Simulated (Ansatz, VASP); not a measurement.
Two plane-wave programs on C

```
CELL_PARAMETERS angstrom
2.52055 0.00000 0.00000
-1.26027 2.18286 0.00000
0.00000 0.00000 12.42911
ATOMIC_POSITIONS crystal
C 0.00000 0.00000 0.18686
C 0.00000 0.00000 0.68686
C 0.00000 0.00000 0.31314
C 0.00000 0.00000 0.81314
C 0.33333 0.66667 0.52077
C 0.66667 0.33333 0.02077
C 0.33333 0.66667 0.97923
C 0.66667 0.33333 0.47923
C 0.33333 0.66667 0.64510
C 0.66667 0.33333 0.14510
C 0.33333 0.66667 0.85490
C 0.66667 0.33333 0.35490
```

Alike in both runs: task single point; functional PBE; k mesh 12 × 12 × 2; occupations gaussian, width 0.05 eV; no spin polarisation.

```csv
,VASP,Ansatz
version,VASP 6.6.1,Ansatz 0.2.0
potentials or method,"VASP PAW PBE potentials, release 64 (C), cutoff 520 eV","scalar-relativistic, plane waves, PAW"
valence electrons in the cell,48,48
```

```tsv
	VASP	Ansatz	Ansatz less VASP
gap on the k mesh at the Fermi level (eV)	4.44	4.44	+0.008
least direct gap on the mesh (eV)	5.38	5.38	+0.006
pressure (GPa)	0.6	0.0	-0.62
```

With one functional, cell and mesh, what is left measures potentials, basis and numerics.
